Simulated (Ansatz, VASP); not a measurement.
# Ba in VASP and in Ansatz

INCAR

```
PREC = Accurate
ENCUT = 520
EDIFF = 1E-6
ISMEAR = 0
SIGMA = 0.15
LREAL = False
LASPH = True
NELM = 60
ALGO = Fast
ISIF = 2
LWAVE = False
LCHARG = True
GGA = PE
LELF = True
LVHAR = True
NBANDS = 11
```

The input KPOINTS:

```
Automatic mesh
0
Gamma
  15 15 12
```

POSCAR

```
Ba
1.0
    4.5271943828      0.0000000000      0.0000000000
   -2.2635971914      3.9206653434      0.0000000000
    0.0000000000      0.0000000000      3.9134133000
Ba
1
Direct
    0.0000000000      0.0000000000      0.0000000000
```

Input for Ansatz:

```yaml
crystal:
  lattice:
    - [4.5271943828, 0.0, 0.0]
    - [-2.2635971914, 3.9206653434, 0.0]
    - [0.0, 0.0, 3.9134133]
  atoms:
    - { symbol: Ba, position: [0.0, 0.0, 0.0] }
basis:
  ecutwfc: 420
kpoints:
  mp_grid: { grid: [15, 15, 12] }
hamiltonian:
  xc: pbe
scf:
  occupations: { method: gaussian, width: 0.15 }
output:
  forces: true
  stress: true
  eigenvalues: true
```

Change from the starting cell: strain +0.050 along x and y, +0.000 along z, atoms carried along.

Alike in both runs: task single point; functional PBE; k mesh 15 × 15 × 12; occupations gaussian, width 0.15 eV; no spin polarisation.

```csv
,VASP,Ansatz
version,VASP 6.6.1,Ansatz 0.2.0
potentials or method,"VASP PAW PBE potentials, release 64 (Ba_sv), cutoff 520 eV","scalar-relativistic, plane waves, PAW"
valence electrons in the cell,10,10
```

```csv
,VASP,Ansatz,Ansatz less VASP
gap on the k mesh at the Fermi level (eV),none,none,-
pressure (GPa),-0.6,-0.7,-0.05
"traceless stress, the component that is largest in VASP (GPa)",1.48,1.44,-0.039
```

A gap of «none» marks a metal or a gap that the smearing closes.

Neither program's run includes spin-orbit coupling.
